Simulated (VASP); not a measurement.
## I: single point with PBEsol

Crystal: I.

```
I
1.0
     0.00000    2.47227    2.47227
     2.47227    0.00000    2.47227
     2.47227    2.47227    0.00000
I
1
Direct
  0.00000 0.00000 0.00000
```

This cell differs from its parent crystal: volume scaled by 0.95.

| Property | Result |
| --- | --- |
| Program | VASP 6.6.1 |
| Task | single point |
| Functional | PBEsol |
| Potentials or basis | VASP PAW PBE potentials, release 64 (I) |
| Cutoff | 520 eV |
| k mesh | 14 × 14 × 14 |
| Occupations | fermi-dirac, width 0.05 eV |
| Spin | no spin polarisation |
| Dipole correction | no |
| Further INCAR settings | ALGO = Normal; EDIFF = 1e-07; NBANDS = 10 |

```yaml
Pressure: 2.0 GPa
```

Levels at points of the mesh, in eV from the Fermi level:
```
           k point  band 1  band 2  band 3  band 4  band 5  band 6  band 7  band 8
(0.00, 0.00, 0.00)  -14.49    1.34    1.34    1.34    7.96    9.57    9.57    9.57
(0.50, 0.00, 0.00)  -12.49   -5.71    0.39    0.39    6.47    8.92    8.92   10.68
(0.50, 0.50, 0.00)  -11.74   -5.13   -1.48   -1.48    4.12    4.92   17.71   17.92
```

Run time: 12 s on 1 thread of Intel(R) Xeon(R) 6975P-C (Granite Rapids), with other jobs on the host, peak memory 0.17 GiB.

Caveat: the PAW data sets were made with another functional, which shifts forces and pressure a little; spin-orbit coupling is left out, which moves the levels of the heavy elements; an odd number of electrons without spin polarisation forces a metal; a magnetic or distorted state may lie lower.
